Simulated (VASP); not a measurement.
A run of VASP 6.6.1 is set up as follows.

Contents of INCAR:

```
PREC = Accurate ; ENCUT = 520
EDIFF = 1E-6 ; ISMEAR = -1
SIGMA = 0.05 ; LREAL = F
LASPH = T ; NELM = 100
ALGO = Fast ; ISIF = 2
LWAVE = F ; LCHARG = F
GGA = PS ; NBANDS = 21
```

The input KPOINTS:

```
regular mesh
0
Gamma
  11 11 6
```

The input POSCAR:

```
Ru
1.0
    2.7237197275      0.0000000000      0.0000000000
   -1.3618598638      2.3588104769      0.0000000000
    0.0000000000      0.0000000000      4.3102577801
Ru
2
Direct
    0.6666666667      0.3333333333      0.7500000000
    0.3333333333      0.6666666667      0.2500000000
```

Potentials or basis: VASP PAW PBE potentials, release 64 (Ru_pv).

Run with:

```console
$ cat potpaw_PBE.64/Ru_pv/POTCAR > POTCAR
$ mpirun -np 1 vasp_std > vasp.out
```

**Question.** Predict the pressure.

**Answer.** -12.3 GPa.

**Question.** Estimate the band gap on the k mesh.

**Answer.** Zero (band 14 reaches 13.79 eV, above the bottom of band 15 at 10.81 eV).

Stress tensor (GPa, compression positive):
```
-11.97   0.00   0.00
  0.00 -11.97   0.00
  0.00   0.00 -12.86
```

Caveat: the PAW data sets were made with another functional, which shifts forces and pressure a little.
